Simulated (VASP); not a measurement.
# TaVN2 (P4/mmm) in VASP: settings compared

Aim: see how the results for TaVN2 move with the level of theory and the settings. Levels: PBEsol, LDA. Tasks: single point.

Program: VASP 6.6.1. These are calculated values, not measurements. Logs are shortened: lines on timing, memory, paths and dates and some standing lists are left out, and cuts for length are marked.

**1. The cell of the first run**

It takes space group P4/mmm (No. 123, tetragonal). The conventional cell has a = 3.070 Å, b = 3.070 Å, c = 4.325 Å, α = 90.00°, β = 90.00°, γ = 90.00°. Ta (site symmetry 4/mmm) has 6 N at 2.16 to 2.17 Å within 2.9 Å. Within 2.9 Å of V (site symmetry 4/mmm) lie 6 N at 2.16 to 2.17 Å. N (site symmetry 4/mmm) has 2 V at 2.16 Å and 4 Ta at 2.17 Å within 2.9 Å. N (site symmetry 4/mmm) has 2 Ta at 2.16 Å and 4 V at 2.17 Å within 2.9 Å.

**2. Single point, PBEsol, collinear spin, ferromagnetic start (10.19 Å³/atom)**

INCAR reads:

```
SYSTEM = TaVN2
PREC     = Accurate       ! precision mode
ENCUT    = 520            ! plane-wave cutoff, eV
EDIFF    = 1E-6           ! SCF threshold, eV
ISMEAR   = -1             ! smearing method
SIGMA    = 0.05           ! smearing width, eV
LREAL    = .FALSE.        ! projectors in reciprocal space
LASPH    = .TRUE.         ! aspherical terms in the spheres
NELM     = 150            ! most SCF steps
ALGO     = Normal         ! electronic algorithm
ISIF     = 2              ! what is computed and relaxed
LWAVE    = .FALSE.        ! write WAVECAR
LCHARG   = .FALSE.        ! write CHGCAR
ISPIN    = 2              ! spin polarisation
MAGMOM   = 0 2 0 0        ! initial moments
LORBIT   = 11             ! projections on sites
LMAXMIX  = 4              ! l up to which the mixer works
GGA      = PS             ! functional
NBANDS   = 29             ! bands
```

KPOINTS reads:

```
regular mesh
0
G
  9 9 6
  0 0 0
```

POSCAR reads:

```
TaVN2
1.0
    3.0700653833      0.0000000000      0.0000000000
    0.0000000000      3.0700653833      0.0000000000
    0.0000000000      0.0000000000      4.3245135709
Ta V N
1 1 2
Direct
    0.0000000000      0.0000000000      0.0000000000
    0.5000000000      0.5000000000      0.5000000000
    0.5000000000      0.5000000000      0.0000000000
    0.0000000000      0.0000000000      0.5000000000
```

Potentials or basis: VASP PAW PBE potentials, release 64 (Ta_pv, V_sv, N).

Launch:

```sh
> cat potpaw_PBE.64/Ta_pv/POTCAR potpaw_PBE.64/V_sv/POTCAR potpaw_PBE.64/N/POTCAR > POTCAR
> mpirun -np 1 vasp_std > vasp.out
```

OUTCAR:

```text
SYSTEM = TaVN2
   PREC = Accurate
   ENCUT = 520
   EDIFF = 1E-6
   ISMEAR = -1
   LREAL = .FALSE.
   LASPH = .TRUE.
   NELM = 150
   ISIF = 2
   ISPIN = 2
   LORBIT = 11
   GGA = PS

 ion  position               nearest neighbor table
   1  0.000  0.000  0.000-   4 2.16   4 2.16   3 2.17   3 2.17   3 2.17   3 2.17   2 3.06   2 3.06
                             2 3.06   2 3.06   2 3.06   2 3.06   2 3.06   2 3.06
   2  0.500  0.500  0.500-   3 2.16   3 2.16   4 2.17   4 2.17   4 2.17   4 2.17   1 3.06   1 3.06
                             1 3.06   1 3.06   1 3.06   1 3.06   1 3.06   1 3.06
   3  0.500  0.500  0.000-   2 2.16   2 2.16   1 2.17   1 2.17   1 2.17   1 2.17
   4  0.000  0.000  0.500-   1 2.16   1 2.16   2 2.17   2 2.17   2 2.17   2 2.17

  LATTYP: Found a simple tetragonal cell.
 ALAT       =     3.0700653833
 C/A-ratio  =     1.4086063425

  Lattice vectors:

 A1 = (   3.0700653833,   0.0000000000,   0.0000000000)
 A2 = (   0.0000000000,   3.0700653833,   0.0000000000)
 A3 = (   0.0000000000,   0.0000000000,   4.3245135709)

Analysis of symmetry for initial positions (statically):
=====================================================================
 Subroutine PRICEL returns:
 Original cell was already a primitive cell.

 Routine SETGRP: Setting up the symmetry group for a
 simple tetragonal supercell.

 Subroutine GETGRP returns: Found 16 space group operations
 (whereof 16 operations were pure point group operations)
 out of a pool of 16 trial point group operations.

The static configuration has the point symmetry D_4h.

Analysis of symmetry for dynamics (positions and initial velocities):
=====================================================================
 Subroutine PRICEL returns:
 Original cell was already a primitive cell.

 Routine SETGRP: Setting up the symmetry group for a
 simple tetragonal supercell.

 Subroutine GETGRP returns: Found 16 space group operations
 (whereof 16 operations were pure point group operations)
 out of a pool of 16 trial point group operations.

The dynamic configuration has the point symmetry D_4h.

Analysis of structural, dynamic, and magnetic symmetry:
=====================================================================
 Subroutine PRICEL returns:
 Original cell was already a primitive cell.

 Routine SETGRP: Setting up the symmetry group for a
 simple tetragonal supercell.

 Subroutine GETGRP returns: Found 16 space group operations
 (whereof 16 operations were pure point group operations)
 out of a pool of 16 trial point group operations.

The overall configuration has the point symmetry D_4h.

 Subroutine INISYM returns: Found 16 space group operations
 (whereof 16 operations are pure point group operations),
 and found     1 'primitive' translations

----------------------------------------------------------------------------------------

                                     Primitive cell

  volume of cell :      40.7598

  direct lattice vectors                    reciprocal lattice vectors
     3.070065383  0.000000000  0.000000000     0.325725962  0.000000000  0.000000000
     0.000000000  3.070065383  0.000000000     0.000000000  0.325725962  0.000000000
     0.000000000  0.000000000  4.324513571     0.000000000  0.000000000  0.231239880

  length of vectors
     3.070065383  3.070065383  4.324513571     0.325725962  0.325725962  0.231239880

  position of ions in fractional coordinates (direct lattice)
     0.000000000  0.000000000  0.000000000
     0.500000000  0.500000000  0.500000000
     0.500000000  0.500000000  0.000000000
     0.000000000  0.000000000  0.500000000

  ion indices of the primitive-cell ions
   primitive index   ion index
                 1           1
                 2           2
                 3           3
                 4           4

----------------------------------------------------------------------------------------

 KPOINTS: regular mesh

Automatic generation of k-mesh.
 Grid dimensions read from file:
 generate k-points for:    9    9    6

 Generating k-lattice:

  Cartesian coordinates                     Fractional coordinates (reciprocal lattice)
     0.036191774  0.000000000  0.000000000     0.111111111  0.000000000  0.000000000
     0.000000000  0.036191774  0.000000000     0.000000000  0.111111111  0.000000000
     0.000000000  0.000000000  0.038539980     0.000000000  0.000000000  0.166666667

  Length of vectors
     0.036191774  0.036191774  0.038539980

  Shift w.r.t. Gamma in fractional coordinates (k-lattice)
     0.000000000  0.000000000  0.000000000

 Subroutine IBZKPT returns following result:
 ===========================================

 Found     60 irreducible k-points:

 Following reciprocal coordinates:
            Coordinates               Weight
  0.000000  0.000000  0.000000      1.000000
  0.111111  0.000000  0.000000      4.000000
  0.222222  0.000000  0.000000      4.000000
  0.333333  0.000000  0.000000      4.000000
  0.444444  0.000000  0.000000      4.000000
  0.111111  0.111111  0.000000      4.000000
[... 16 lines left out ...]
  0.333333  0.111111  0.166667     16.000000
  0.444444  0.111111  0.166667     16.000000
 [... further k-points ...]
   k-points           NKPTS =     60   k-points in BZ     NKDIM =     60   number of bands    NBANDS=     29
   number of dos      NEDOS =    301   number of ions     NIONS =      4
   total plane-waves  NPLWV =  18432
   dimension x,y,z NGX =    24 NGY =   24 NGZ =   32
   dimension x,y,z NGXF=    48 NGYF=   48 NGZF=   64
   ions per type =               1   1   2
   NGX,Y,Z   is equivalent  to a cutoff of  13.00, 13.00, 12.30 a.u.
   NGXF,Y,Z  is equivalent  to a cutoff of  25.99, 25.99, 24.60 a.u.
 SYSTEM =  TaVN2
   PREC   = accura    normal or accurate (medium, high low for compatibility)
   ISTART =      0    job   : 0-new  1-cont  2-samecut
   ICHARG =      2    charge: 1-file 2-atom 10-const
   ISPIN  =      2    spin polarized calculation?
   LNONCOLLINEAR =      F non collinear calculations
   LSORBIT =      F    spin-orbit coupling
   LASPH  =      T    aspherical Exc in radial PAW
   ENCUT  =  520.0 eV  38.22 Ry    6.18 a.u.   5.71  5.71  8.04*2*pi/ulx,y,z
   NELM   =    150;   NELMIN=  2; NELMDL= -5     # of ELM steps
   EDIFF  = 0.1E-05   stopping-criterion for ELM
   LREAL  =      F    real-space projection
   EDIFFG = 0.1E-04   stopping-criterion for IOM
   NSW    =      0    number of steps for IOM
   IBRION =     -1    ionic relax: 0-MD 1-quasi-New 2-CG
   NFREE  =      0    steps in history (QN), initial steepest desc. (CG)
   ISIF   =      2    stress and relaxation
   ISYM   =      2    0-nonsym 1-usesym 2-fastsym
   POTIM  = 0.5000    time-step for ionic-motion
   TEBEG  =    0.0;   TEEND  =   0.0 temperature during run
   PSTRESS=    0.0 pullay stress
   NELECT =      34.0000    total number of electrons
   NUPDOWN=      -1.0000    fix difference up-down
   EMIN   =  10.00;   EMAX   =-10.00  energy-range for DOS
   EFERMI =   0.00;   METHOD = LEGACY
   ISMEAR =    -1;   SIGMA  =   0.05  broadening in eV -4-tet -1-fermi 0-gaus
   EFERMI_NEDOS =   21; number of points for ismear=-14 and -15
   IALGO  =     38    algorithm
   IMIX   =      4    mixing-type and parameters
     AMIX     =   0.40;   BMIX     =  1.00
     AMIX_MAG =   1.60;   BMIX_MAG =  1.00
  volume/ion in A,a.u.               =      10.19        68.77
  Fermi-wavevector in a.u.,A,eV,Ry     =   1.541074  2.912209 32.312620  2.374911
  Thomas-Fermi vector in A             =   2.647072
   LORBIT       =     11    0 simple, 1 ext, 2 COOP (PROOUT), +10 PAW based schemes
   GGA     = PS    functional components
   LHFCALC =     F    Hartree Fock is set to
   AEXX    =    0.0000 exact exchange contribution
   IVDW    =     0    specifies the selected vdW correction
   LEPSILON=     F    determine dielectric tensor
   LRPA    =     F    only Hartree local field effects (RPA)
 spin polarized calculation
  energy-cutoff  :      520.00
  volume of cell :       40.76
 maximum number of plane-waves:      1120
 NGX is ok and might be reduce to    24
   NGX = 11   NGY = 11   NGZ = 17

 number of electron      34.0000001 magnetization       1.0380788

 Free energy of the ion-electron system (eV)
  ---------------------------------------------------
  ext. energy  EPLUGINS =         0.00000000
  ---------------------------------------------------
  free energy    TOTEN  =       -43.72156130 eV

  energy without entropy =      -43.69902091  energy(sigma->0) =      -43.71029110

 E-fermi :   9.7805     XC(G=0): -13.3772

 val. band max:        9.7793468787   @ k =   0.2222   0.1111   0.3333
 cond. band min:       9.7884393160   @ k =   0.1111   0.0000   0.0000
 fundamental gap:      0.0090924373
 Fermi energy:         9.7805087561

 spin component 1

 k-point     1 :       0.0000    0.0000    0.0000
  band No.  band energies     occupation
      1     -55.4910      1.00000
      2     -29.4875      1.00000
      3     -29.4160      1.00000
      4     -29.4160      1.00000
      5     -26.1886      1.00000
      6     -26.0131      1.00000
[... 757 lines left out ...]
     28      20.6385      0.00000
     29      21.1510      0.00000

 [... further k-points ...]

 spin component 2

 k-point     1 :       0.0000    0.0000    0.0000
  band No.  band energies     occupation
      1     -54.5014      1.00000
      2     -28.5088      1.00000
      3     -28.5088      1.00000
      4     -28.3893      1.00000
      5     -26.2257      1.00000
      6     -26.0355      1.00000
[... 757 lines left out ...]
     28      20.8001      0.00000
     29      21.4499      0.00000

 [... further k-points ...]
[... 5 lines left out ...]
  --------------------------------------------------------------------------------------
  -------------------------------------------------------------------------------------
  Total       -3.9095322     -3.9095322     -4.0575476      0.0000000     -0.0000000      0.0000000
  in kB     -153.6748748   -153.6748748   -159.4930240      0.0000000     -0.0000000      0.0000000
  external PRESSURE =    -155.6142579 kB  Pullay stress =       0.0000000 kB

 VOLUME and BASIS-vectors are now :
 -----------------------------------------------------------------------------
  energy-cutoff  :      520.00
  volume of cell :       40.76
      direct lattice vectors                 reciprocal lattice vectors
     3.070065383  0.000000000  0.000000000     0.325725962  0.000000000  0.000000000
     0.000000000  3.070065383  0.000000000     0.000000000  0.325725962  0.000000000
     0.000000000  0.000000000  4.324513571     0.000000000  0.000000000  0.231239880

 POSITION                                       TOTAL-FORCE (eV/Angst)
 -----------------------------------------------------------------------------------
      0.00000      0.00000      0.00000         0.000000      0.000000      0.000000
      1.53503      1.53503      2.16226         0.000000      0.000000      0.000000
      1.53503      1.53503      0.00000         0.000000      0.000000      0.000000
      0.00000      0.00000      2.16226         0.000000      0.000000      0.000000
 -----------------------------------------------------------------------------------
    total drift:                                0.000000     -0.000000     -0.000000

  FREE ENERGIE OF THE ION-ELECTRON SYSTEM (eV)
  ---------------------------------------------------
  free  energy   TOTEN  =       -43.7215612958 eV

  energy  without entropy=      -43.6990209101  energy(sigma->0) =      -43.71029110

 total charge

# of ion       s       p       d       tot
------------------------------------------
    1        0.294   6.253   2.363   8.911
    2        2.198   6.202   3.128  11.528
    3        1.225   2.516   0.000   3.741
    4        1.226   2.472   0.000   3.698
--------------------------------------------------
tot          4.943  17.443   5.491  27.877

 magnetization (x)

# of ion       s       p       d       tot
------------------------------------------
    1        0.002  -0.001  -0.050  -0.049
    2        0.006   0.006   0.975   0.987
    3        0.000   0.012   0.000   0.012
    4        0.000   0.013   0.000   0.014
--------------------------------------------------
tot          0.009   0.030   0.925   0.964
```

It took 1.8 min on 1 thread of Intel Xeon 6975P-C, shared host; peak memory 0.25 GiB.

Results:

```
Free energy                                           : -43.7216 eV
Pressure                                              : -15.6 GPa
Net moment                                            : 1.04 μB per cell
Site moments                                          : Ta -0.05; V +0.99; N +0.01 μB
Valence electrons inside the program's atomic spheres : Ta 8.91; V 11.53; N 3.74, 3.70
```

Stress tensor (GPa, compression positive):
```
-15.37   0.00   0.00
  0.00 -15.37   0.00
  0.00   0.00 -15.95
```

Caveat: the cell stands under tension; the PAW data sets were made with another functional, which shifts forces and pressure a little; spin-orbit coupling is left out, which moves the levels of the heavy elements.

**3. Single point, LDA, collinear spin, ferromagnetic start**

INCAR reads:

```
PREC = Accurate ; ENCUT = 700
EDIFF = 1E-6 ; ISMEAR = -1
SIGMA = 0.05 ; LREAL = F
LASPH = T ; NELM = 200
ALGO = Normal ; ISIF = 2
LWAVE = F ; LCHARG = T
ISPIN = 2 ; MAGMOM = 0 2 0 0
LORBIT = 11 ; LMAXMIX = 4
GGA = CA ; LELF = T
LVHAR = T ; NBANDS = 30
GGA_COMPAT = F
```

KPOINTS reads:

```
Automatic mesh
0
Gamma
  9 9 6
```

POSCAR is that of step 2.

Potentials or basis: VASP PAW LDA potentials, release 64 (Ta_sv_GW, V_sv, N).

Launch:

```sh
> cat potpaw_LDA.64/Ta_sv_GW/POTCAR potpaw_LDA.64/V_sv/POTCAR potpaw_LDA.64/N/POTCAR > POTCAR
> mpirun -np 1 vasp_std > vasp.out
```

It took 5.7 min on 1 thread of Intel Xeon Platinum 8375C at 2.90GHz (Ice Lake), shared host; peak memory 0.32 GiB.

It converged, with:

| Item | Value |
| --- | --- |
| Free energy | -47.9900 eV |
| Pressure | -23.9 GPa |
| Net moment | 0.06 μB per cell |
| Site moments | Ta -0.00; V +0.06; N +0.00 μB |
| Valence electrons inside the program's atomic spheres | Ta 11.60; V 11.54; N 3.71, 3.66 |

Stress tensor (GPa, compression positive):
```
-23.01   0.00   0.00
  0.00 -23.01   0.00
  0.00   0.00 -25.63
```

Levels at points of the mesh, in eV from the Fermi level:
Spin up:
| k point | band 14 | band 15 | band 16 | band 17 | band 18 | band 19 | band 20 | band 21 | band 22 | band 23 |
| --- | --- | --- | --- | --- | --- | --- | --- | --- | --- | --- |
| (0.00, 0.00, 0.00) | -3.96 | -2.77 | -2.77 | -2.77 | -1.52 | -1.52 | -1.45 | -0.29 | -0.21 | 1.62 |
| (0.00, 0.00, 0.50) | -4.11 | -4.00 | -4.00 | -3.86 | -2.41 | -0.06 | 0.56 | 0.56 | 1.30 | 1.90 |
Spin down:
```tsv
k point	band 14	band 15	band 16	band 17	band 18	band 19	band 20	band 21	band 22	band 23
(0.00, 0.00, 0.00)	-3.96	-2.77	-2.77	-2.76	-1.49	-1.49	-1.42	-0.26	-0.18	1.62
(0.00, 0.00, 0.50)	-4.10	-4.00	-4.00	-3.87	-2.38	-0.02	0.61	0.61	1.30	1.93
```

Caveat: the cell stands under tension; spin-orbit coupling is left out, which moves the levels of the heavy elements. With open d or f shells a metallic result of LDA can be an artefact of self-interaction; +U or a hybrid may open a gap.
